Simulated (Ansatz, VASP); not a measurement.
## One calculation of Co, two programs

```
Co
1.0
     2.49226    0.00000    0.00000
    -1.24613    2.15836    0.00000
     0.00000    0.00000    4.03332
Co
2
Cartesian
  0.0000 1.4389 1.0083
  1.2461 0.7195 3.0250
```

Alike in both runs: functional PBE; k mesh 18 × 18 × 10; occupations gaussian, width 0.1 eV; collinear spin.

Ansatz relaxed the structure, and its values are those at the end. VASP's run is a single point on that final structure, the one shown.

|  | VASP | Ansatz |
| --- | --- | --- |
| version | VASP 6.6.1 | Ansatz 0.2.0 |
| potentials or method | VASP PAW PBE potentials, release 64 (Co), cutoff 520 eV | scalar-relativistic, plane waves, PAW |
| valence electrons in the cell | 18 | 34 |

```csv
,VASP,Ansatz,Ansatz less VASP
gap on the k mesh at the Fermi level (eV),none,none,-
pressure (GPa),-0.6,0.0,+0.65
net moment per atom (μB),1.59,1.60,+0.005
size of the moment on the site where the two differ most (μB),1.61,1.68,+0.062
```

Site moments also hang on the region over which each program counts them. A gap of «none» marks a metal or a gap that the smearing closes. With one functional, cell and mesh, what is left measures potentials, basis and numerics. VASP's potentials hold 18 valence electrons a cell and Ansatz's 34, so a difference there can come from the potentials and not from the codes.
